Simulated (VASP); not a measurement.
# TiAl (P4/mmm) in VASP: further runs

Runs on TiAl. Level: PBEsol. Tasks: single point.

All numbers are computed with VASP 6.6.1; they aren't measurements. Logs are shortened: lines on timing, memory, paths and dates and some standing lists are left out, and cuts for length are marked.

## 1. The cell of the first run

Symmetry: P4/mmm, No. 123, tetragonal system. The conventional cell has a = 3.223 Å, b = 3.223 Å, c = 3.094 Å, α = 90.00°, β = 90.00°, γ = 90.00°. Ti (site symmetry 4/mmm) has 8 Al at 2.75 Å and 6 Ti at 3.09 to 3.22 Å within 3.6 Å. Within 3.6 Å of Al (site symmetry 4/mmm) lie 8 Ti at 2.75 Å and 6 Al at 3.09 to 3.22 Å.

## 2. Single point, PBEsol

Contents of INCAR:

```
PREC     = Accurate       # precision mode
ENCUT    = 520            # plane-wave cutoff, eV
EDIFF    = 1E-7           # SCF threshold, eV
ISMEAR   = 0              # smearing method
SIGMA    = 0.15           # smearing width, eV
LREAL    = F              # projectors in reciprocal space
LASPH    = T              # aspherical terms in the spheres
NELM     = 100            # most SCF steps
ALGO     = Fast           # electronic algorithm
ISIF     = 2              # what is computed and relaxed
LWAVE    = F              # write WAVECAR
LCHARG   = T              # write CHGCAR
GGA      = PS             # functional
LELF     = T              # ELF
LVHAR    = T            
NBANDS   = 14             # bands
```

Contents of KPOINTS:

```
regular mesh
0
Gamma
  16 16 16
```

Contents of POSCAR:

```
TiAl
1.0
    3.2226182341      0.0000000000      0.0000000000
    0.0000000000      3.2226182341      0.0000000000
    0.0000000000      0.0000000000      3.0937135048
Ti Al
1 1
Direct
    0.0000000000      0.0000000000      0.0000000000
    0.5000000000      0.5000000000      0.5000000000
```

Potentials or basis: VASP PAW PBE potentials, release 64 (Ti_sv, Al).

On the command line:

```
$ cat potpaw_PBE.64/Ti_sv/POTCAR potpaw_PBE.64/Al/POTCAR > POTCAR
$ mpirun -np 1 vasp_std > vasp.out
```

OUTCAR:

```text
PREC = Accurate
   ENCUT = 520
   EDIFF = 1E-7
   ISMEAR = 0
   LREAL = F
   LASPH = T
   NELM = 100
   ISIF = 2
   GGA = PS

 ion  position               nearest neighbor table
   1  0.000  0.000  0.000-   2 2.75   2 2.75   2 2.75   2 2.75   2 2.75   2 2.75   2 2.75   2 2.75

   2  0.500  0.500  0.500-   1 2.75   1 2.75   1 2.75   1 2.75   1 2.75   1 2.75   1 2.75   1 2.75

  LATTYP: Found a simple tetragonal cell.
 ALAT       =     3.2226182341
 C/A-ratio  =     0.9600000000

  Lattice vectors:

 A1 = (   3.2226182341,   0.0000000000,   0.0000000000)
 A2 = (   0.0000000000,   3.2226182341,   0.0000000000)
 A3 = (   0.0000000000,   0.0000000000,   3.0937135048)

Analysis of symmetry for initial positions (statically):
=====================================================================
 Subroutine PRICEL returns:
 Original cell was already a primitive cell.

 Routine SETGRP: Setting up the symmetry group for a
 simple tetragonal supercell.

 Subroutine GETGRP returns: Found 16 space group operations
 (whereof 16 operations were pure point group operations)
 out of a pool of 16 trial point group operations.

The static configuration has the point symmetry D_4h.

Analysis of symmetry for dynamics (positions and initial velocities):
=====================================================================
 Subroutine PRICEL returns:
 Original cell was already a primitive cell.

 Routine SETGRP: Setting up the symmetry group for a
 simple tetragonal supercell.

 Subroutine GETGRP returns: Found 16 space group operations
 (whereof 16 operations were pure point group operations)
 out of a pool of 16 trial point group operations.

The dynamic configuration has the point symmetry D_4h.

 Subroutine INISYM returns: Found 16 space group operations
 (whereof 16 operations are pure point group operations),
 and found     1 'primitive' translations

----------------------------------------------------------------------------------------

                                     Primitive cell

  volume of cell :      32.1290

  direct lattice vectors                    reciprocal lattice vectors
     3.222618234  0.000000000  0.000000000     0.310306691  0.000000000  0.000000000
     0.000000000  3.222618234  0.000000000     0.000000000  0.310306691  0.000000000
     0.000000000  0.000000000  3.093713505     0.000000000  0.000000000  0.323236136

  length of vectors
     3.222618234  3.222618234  3.093713505     0.310306691  0.310306691  0.323236136

  position of ions in fractional coordinates (direct lattice)
     0.000000000  0.000000000  0.000000000
     0.500000000  0.500000000  0.500000000

  ion indices of the primitive-cell ions
   primitive index   ion index
                 1           1
                 2           2

----------------------------------------------------------------------------------------

 KPOINTS: regular mesh

Automatic generation of k-mesh.
 Grid dimensions read from file:
 generate k-points for:   16   16   16

 Generating k-lattice:

  Cartesian coordinates                     Fractional coordinates (reciprocal lattice)
     0.019394168  0.000000000  0.000000000     0.062500000  0.000000000  0.000000000
     0.000000000  0.019394168  0.000000000     0.000000000  0.062500000  0.000000000
     0.000000000  0.000000000  0.020202259     0.000000000  0.000000000  0.062500000

  Length of vectors
     0.019394168  0.019394168  0.020202259

  Shift w.r.t. Gamma in fractional coordinates (k-lattice)
     0.000000000  0.000000000  0.000000000

 Subroutine IBZKPT returns following result:
 ===========================================

 Found    405 irreducible k-points:

 Following reciprocal coordinates:
            Coordinates               Weight
  0.000000  0.000000  0.000000      1.000000
  0.062500  0.000000  0.000000      4.000000
  0.125000  0.000000  0.000000      4.000000
  0.187500  0.000000  0.000000      4.000000
  0.250000  0.000000  0.000000      4.000000
  0.312500  0.000000  0.000000      4.000000
[... 16 lines left out ...]
  0.437500  0.125000  0.000000      8.000000
  0.500000  0.125000  0.000000      4.000000
 [... further k-points ...]
   k-points           NKPTS =    405   k-points in BZ     NKDIM =    405   number of bands    NBANDS=     14
   number of dos      NEDOS =    301   number of ions     NIONS =      2
   total plane-waves  NPLWV =  13824
   dimension x,y,z NGX =    24 NGY =   24 NGZ =   24
   dimension x,y,z NGXF=    48 NGYF=   48 NGZF=   48
   ions per type =               1   1
   NGX,Y,Z   is equivalent  to a cutoff of  12.38, 12.38, 12.90 a.u.
   NGXF,Y,Z  is equivalent  to a cutoff of  24.76, 24.76, 25.79 a.u.
 SYSTEM =  unknown system
   PREC   = accura    normal or accurate (medium, high low for compatibility)
   ISTART =      0    job   : 0-new  1-cont  2-samecut
   ICHARG =      2    charge: 1-file 2-atom 10-const
   ISPIN  =      1    spin polarized calculation?
   LNONCOLLINEAR =      F non collinear calculations
   LSORBIT =      F    spin-orbit coupling
   LASPH  =      T    aspherical Exc in radial PAW
   ENCUT  =  520.0 eV  38.22 Ry    6.18 a.u.   5.99  5.99  5.75*2*pi/ulx,y,z
   NELM   =    100;   NELMIN=  2; NELMDL= -5     # of ELM steps
   EDIFF  = 0.1E-06   stopping-criterion for ELM
   LREAL  =      F    real-space projection
   EDIFFG = 0.1E-05   stopping-criterion for IOM
   NSW    =      0    number of steps for IOM
   IBRION =     -1    ionic relax: 0-MD 1-quasi-New 2-CG
   NFREE  =      0    steps in history (QN), initial steepest desc. (CG)
   ISIF   =      2    stress and relaxation
   ISYM   =      2    0-nonsym 1-usesym 2-fastsym
   POTIM  = 0.5000    time-step for ionic-motion
   TEBEG  =    0.0;   TEEND  =   0.0 temperature during run
   PSTRESS=    0.0 pullay stress
   NELECT =      15.0000    total number of electrons
   NUPDOWN=      -1.0000    fix difference up-down
   EMIN   =  10.00;   EMAX   =-10.00  energy-range for DOS
   EFERMI =   0.00;   METHOD = LEGACY
   ISMEAR =     0;   SIGMA  =   0.15  broadening in eV -4-tet -1-fermi 0-gaus
   EFERMI_NEDOS =   21; number of points for ismear=-14 and -15
   IALGO  =     68    algorithm
   IMIX   =      4    mixing-type and parameters
     AMIX     =   0.40;   BMIX     =  1.00
     AMIX_MAG =   1.60;   BMIX_MAG =  1.00
  volume/ion in A,a.u.               =      16.06       108.41
  Fermi-wavevector in a.u.,A,eV,Ry     =   1.270007  2.399964 21.945065  1.612917
  Thomas-Fermi vector in A             =   2.403017
   LORBIT       =      0    0 simple, 1 ext, 2 COOP (PROOUT), +10 PAW based schemes
   GGA     = PS    functional components
   LHFCALC =     F    Hartree Fock is set to
   AEXX    =    0.0000 exact exchange contribution
   IVDW    =     0    specifies the selected vdW correction
   LEPSILON=     F    determine dielectric tensor
   LRPA    =     F    only Hartree local field effects (RPA)
 non-spin polarized calculation
 RMM-DIIS sequential band-by-band and
 Gauss-broadening in eV      SIGMA  =   0.15
  energy-cutoff  :      520.00
  volume of cell :       32.13
 maximum number of plane-waves:       888
 NGX is ok and might be reduce to    24

 number of electron      15.0000004 magnetization

 Free energy of the ion-electron system (eV)
  ---------------------------------------------------
  ext. energy  EPLUGINS =         0.00000000
  ---------------------------------------------------
  free energy    TOTEN  =       -12.98034487 eV

  energy without entropy =      -12.95073907  energy(sigma->0) =      -12.96554197

 E-fermi :   8.6607     XC(G=0): -11.1890

 val. band max:        8.6573452327   @ k =   0.3750   0.2500   0.4375
 cond. band min:       8.6608233804   @ k =   0.3125   0.3125   0.3125
 fundamental gap:      0.0034781478
 Fermi energy:         8.6607454929

 k-point     1 :       0.0000    0.0000    0.0000
  band No.  band energies     occupation
      1     -47.9861      2.00000
      2     -24.3067      2.00000
      3     -24.3067      2.00000
      4     -24.2464      2.00000
      5      -0.5826      2.00000
      6       7.1897      2.00000
      7       7.2842      2.00000
      8      10.3277      0.00000
      9      10.5431      0.00000
     10      10.5431      0.00000
     11      12.7261      0.00000
     12      12.7261      0.00000
     13      13.8606      0.00000
     14      17.4543      0.00000

 k-point     2 :       0.0625    0.0000    0.0000
  band No.  band energies     occupation
      1     -47.9857      2.00000
      2     -24.3126      2.00000
      3     -24.3062      2.00000
      4     -24.2459      2.00000
      5      -0.5218      2.00000
      6       7.1630      2.00000
      7       7.2987      2.00000
      8      10.2082      0.00000
      9      10.4586      0.00000
     10      10.5498      0.00000
     11      12.4861      0.00000
     12      12.8927      0.00000
     13      13.9916      0.00000
     14      17.3985      0.00000

 k-point     3 :       0.1250    0.0000    0.0000
  band No.  band energies     occupation
      1     -47.9843      2.00000
      2     -24.3295      2.00000
      3     -24.3047      2.00000
      4     -24.2445      2.00000
      5      -0.3407      2.00000
      6       7.0303      2.00000
      7       7.3670      2.00000
      8       9.9255      0.00000
      9      10.2435      0.00000
     10      10.5689      0.00000
     11      11.9745      0.00000
     12      13.3177      0.00000
     13      14.3479      0.00000
     14      17.1480      0.00000

 k-point     4 :       0.1875    0.0000    0.0000
  band No.  band energies     occupation
      1     -47.9822      2.00000
      2     -24.3546      2.00000
      3     -24.3024      2.00000
      4     -24.2425      2.00000
      5      -0.0433      2.00000
      6       6.7231      2.00000
      7       7.4853      2.00000
      8       9.5933      0.00000
      9       9.9699      0.00000
     10      10.5978      0.00000
     11      11.5141      0.00000
     12      13.8911      0.00000
     13      14.8608      0.00000
     14      16.7891      0.00000

 k-point     5 :       0.2500    0.0000    0.0000
  band No.  band energies     occupation
      1     -47.9797      2.00000
      2     -24.3841      2.00000
      3     -24.2998      2.00000
      4     -24.2400      2.00000
      5       0.3640      2.00000
      6       6.2029      2.00000
      7       7.6358      2.00000
      8       9.2772      0.00000
      9       9.6955      0.00000
     10      10.6323      0.00000
     11      11.2737      0.00000
[... 276 lines left out ...]
 k-point    22 :       0.3750    0.1250    0.0000
  band No.  band energies     occupation
      1     -47.9733      2.00000
      2     -24.4353      2.00000
      3     -24.3167      2.00000
      4     -24.2337      2.00000
      5       1.6517      2.00000
      6       4.8880      2.00000
      7       7.8601      2.00000
      8       8.5793      1.55717
      9       9.3302      0.00000
     10      10.4885      0.00000
     11      11.4298      0.00000
     12      14.4927      0.00000
     13      16.3864      0.00000
     14      17.1864      0.00000

 k-point    23 :       0.4375    0.1250    0.0000
  band No.  band energies     occupation
      1     -47.9719      2.00000
      2     -24.4517      2.00000
      3     -24.3151      2.00000
      4     -24.2323      2.00000
      5       2.2594      2.00000
      6       4.1428      2.00000
      7       8.0366      2.00000
      8       8.4196      1.97701
      9       9.2196      0.00000
     10      10.5136      0.00000
     11      11.4883      0.00000
     12      14.8148      0.00000
     13      16.3291      0.00000
     14      17.9155      0.00000

 k-point    24 :       0.5000    0.1250    0.0000
  band No.  band energies     occupation
      1     -47.9714      2.00000
      2     -24.4574      2.00000
      3     -24.3146      2.00000
      4     -24.2318      2.00000
      5       2.6428      2.00000
      6       3.7105      2.00000
      7       8.1484      2.00000
      8       8.3143      1.99891
      9       9.1819      0.00000
     10      10.5225      0.00000
     11      11.5182      0.00000
     12      14.9211      0.00000
     13      16.3816      0.00000
     14      17.8064      0.00000

 [... further k-points ...]
[... 5 lines left out ...]
  --------------------------------------------------------------------------------------
  -------------------------------------------------------------------------------------
  Total       -0.3674976     -0.3674976     -0.6437460      0.0000000      0.0000000      0.0000000
  in kB      -18.3259811    -18.3259811    -32.1016455      0.0000000      0.0000000      0.0000000
  external PRESSURE =     -22.9178692 kB  Pullay stress =       0.0000000 kB

 VOLUME and BASIS-vectors are now :
 -----------------------------------------------------------------------------
  energy-cutoff  :      520.00
  volume of cell :       32.13
      direct lattice vectors                 reciprocal lattice vectors
     3.222618234  0.000000000  0.000000000     0.310306691  0.000000000  0.000000000
     0.000000000  3.222618234  0.000000000     0.000000000  0.310306691  0.000000000
     0.000000000  0.000000000  3.093713505     0.000000000  0.000000000  0.323236136

 POSITION                                       TOTAL-FORCE (eV/Angst)
 -----------------------------------------------------------------------------------
      0.00000      0.00000      0.00000         0.000000      0.000000      0.000000
      1.61131      1.61131      1.54686         0.000000      0.000000      0.000000
 -----------------------------------------------------------------------------------
    total drift:                               -0.000000      0.000000      0.000000

  FREE ENERGIE OF THE ION-ELECTRON SYSTEM (eV)
  ---------------------------------------------------
  free  energy   TOTEN  =       -12.9803448682 eV

  energy  without entropy=      -12.9507390655  energy(sigma->0) =      -12.96554197
```

Wall time 4.7 min (1 thread of Intel Xeon 8259CL, shared host); peak memory 0.3 GiB.

What came out:

| Property | Result |
| --- | --- |
| Free energy | -12.9803 eV |
| Pressure | -2.3 GPa |
| Band gap on the k mesh | zero (an odd number of electrons rules out a gap without spin polarisation) |

Caveat: the PAW data sets were made with another functional, which shifts forces and pressure a little.

## 3. Single point, PBEsol

This run uses another cell than the first one, of the same volume but with other edges.

Contents of INCAR:

```
SYSTEM = TiAl
  PREC = Accurate
  ENCUT = 520
  EDIFF = 1E-7
  ISMEAR = 0
  SIGMA = 0.15
  LREAL = .FALSE.
  LASPH = .TRUE.
  NELM = 100
  ALGO = Fast
  ISIF = 2
  LWAVE = .FALSE.
  LCHARG = .FALSE.
  GGA = PS
  NBANDS = 14
```

Contents of KPOINTS:

```
Automatic mesh
0
G
  16 16 16
  0 0 0
```

Contents of POSCAR:

```
TiAl
1.0
    3.1277798063      0.0000000000      0.0000000000
    0.0000000000      3.1277798063      0.0000000000
    0.0000000000      0.0000000000      3.2841687966
Ti Al
1 1
Direct
    0.0000000000      0.0000000000      0.0000000000
    0.5000000000      0.5000000000      0.5000000000
```

Potentials or basis: VASP PAW PBE potentials, release 64 (Ti_sv, Al).

On the command line:

```
$ cat potpaw_PBE.64/Ti_sv/POTCAR potpaw_PBE.64/Al/POTCAR > POTCAR
$ mpirun -np 1 vasp_std > vasp.out
```

It took 5 min on 1 thread of Intel Xeon 8259CL, shared host; peak memory 0.29 GiB.

Results (log left out):

| Property | Result |
| --- | --- |
| Free energy | -12.9874 eV |
| Pressure | -2.3 GPa |
| Band gap on the k mesh | zero (an odd number of electrons rules out a gap without spin polarisation) |

Stress tensor (GPa, compression positive):
```
-3.56  0.00  0.00
 0.00 -3.56  0.00
 0.00  0.00  0.17
```

Levels at points of the mesh, in eV from the Fermi level:
```
           k point  band 5  band 6  band 7  band 8  band 9  band 10  band 11  band 12
(0.00, 0.00, 0.00)   -9.23   -1.48   -1.35    1.75    1.75     1.98     3.59     4.89
(0.50, 0.00, 0.00)   -5.83   -5.13   -0.49   -0.20    0.36     1.98     3.21     6.50
(0.50, 0.50, 0.00)   -4.77   -1.90   -1.90   -1.37    0.48     0.48     2.92     4.88
(0.00, 0.00, 0.50)   -6.28   -5.23   -0.60    0.33    0.33     2.13     2.66     6.61
(0.50, 0.00, 0.50)   -5.08   -2.27   -2.00   -1.48    0.80     0.89     2.67     4.61
(0.50, 0.50, 0.50)   -3.06   -3.06   -3.06    0.70    2.72     2.81     2.97     3.01
```

Caveat: the PAW data sets were made with another functional, which shifts forces and pressure a little.
